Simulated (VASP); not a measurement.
Zr:

```
Zr
1.0
     0.00000    2.26355    2.26355
     2.26355    0.00000    2.26355
     2.26355    2.26355    0.00000
Zr
1
Direct
  0.00000 0.00000 0.00000
```

```yaml
Program: VASP 6.6.1
Task: relaxation of cell and atoms
Functional: PBE
Dispersion: D3(BJ)
Potentials_or_basis: VASP PAW PBE potentials, release 64 (Zr_sv)
Cutoff: 600 eV
k_mesh: 16 × 16 × 16
Occupations: gaussian, width 0.1 eV
Spin: no spin polarisation
```

At the start: pressure -3.8 GPa; volume 23.20 Å³/atom.

Task: How do energy, volume and symmetry change on relaxing?

Result: Over 3 steps the energy falls by 12.0 meV/atom and the volume is 22.22 Å³/atom (-4.2 %); space group Fm-3m (No. 225, to 0.05 Å).

Step by step:
| step | energy change (eV) | largest force (eV/Å) | pressure (GPa) | volume (Å³) |
| --- | --- | --- | --- | --- |
| 1 | 0.0000 | 0.0000 | -3.80 | 23.20 |
| 2 | -0.0025 | 0.0000 | 3.82 | 21.40 |
| 3 | -0.0120 | 0.0000 | -0.01 | 22.22 |

Final structure:
```
CELL_PARAMETERS angstrom
0.00000 2.23146 2.23146
2.23146 0.00000 2.23146
2.23146 2.23146 0.00000
ATOMIC_POSITIONS crystal
Zr 0.00000 0.00000 0.00000
```

Caveat: pairwise dispersion overbinds metals, which lowers pressure and volume.
